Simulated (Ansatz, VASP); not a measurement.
**Na2Ru: VASP beside Ansatz**

The input INCAR:

```
SYSTEM = Na2Ru
ALGO = Normal
EDIFF = 1E-6
EDIFFG = -0.04
ENCUT = 600
GGA = PE
IBRION = 2
ISIF = 3
ISMEAR = 0
LASPH = .TRUE.
LCHARG = .FALSE.
LREAL = .FALSE.
LWAVE = .FALSE.
NELM = 80
NSW = 90
PREC = Accurate
SIGMA = 0.1
```

The input KPOINTS:

```
k-points
0
G
  6 4 4
  0 0 0
```

File POSCAR:

```
Na2Ru
1.0
    3.2787415200      0.0000000000      0.0000000000
    0.0000000000      4.6368407300      0.0000000000
    0.0000000000      0.0000000000      6.5574830500
Na Ru
2 1
Direct
    0.0000000000      0.0000000000      0.7500000000
    0.0000000000      0.0000000000      0.2500000000
    0.5000000000      0.5000000000      0.5000000000
```

Input for Ansatz:

```yaml
crystal:
  lattice:
    - [3.27874152, 0.0, 0.0]
    - [0.0, 4.63684073, 0.0]
    - [0.0, 0.0, 6.55748305]
  atoms:
    - { symbol: Na, position: [0.0, 0.0, 0.75] }
    - { symbol: Na, position: [0.0, 0.0, 0.25] }
    - { symbol: Ru, position: [0.5, 0.5, 0.5] }
basis:
  ecutwfc: 420
kpoints:
  mp_grid: { grid: [6, 4, 4] }
hamiltonian:
  xc: pbe
scf:
  occupations: { method: gaussian, width: 0.1 }
  lower_state_search: "off"
output:
  forces: true
  stress: true
  eigenvalues: true
relax:
  adjacent_minimum: "off"
  f_tol: 0.04
  max_steps: 70
  cell: { stress_tol: 0.4 }
```

Change from the starting cell: ordered superstructure of fcc with vacancies (Pmmm, No. 47).

Alike in both runs: task relaxation of cell and atoms; functional PBE; k mesh 6 × 4 × 4; occupations gaussian, width 0.1 eV; no spin polarisation.

|  | VASP | Ansatz |
| --- | --- | --- |
| version | VASP 6.6.1 | Ansatz 0.2.0 |
| potentials or method | VASP PAW PBE potentials, release 64 (Na_pv, Ru_pv), cutoff 600 eV | scalar-relativistic, plane waves, PAW |
| valence electrons in the cell | 28 | 34 |

```csv
,VASP,Ansatz,Ansatz less VASP
"gap on the k mesh at the Fermi level, each at its own relaxed structure (eV)",none,none,-
relaxed volume (Å³/atom),20.08,20.17,+0.090
relaxed length of the cell vector where the two differ most in proportion (Å),8.247,8.282,+0.0349
```

A gap of «none» marks a metal or a gap that the smearing closes. VASP's potentials hold 28 valence electrons a cell and Ansatz's 34, so a difference there can come from the potentials and not from the codes.

Noted on VASP's run: the volume moved by over 15 % at a fixed basis, so the end points are rough.
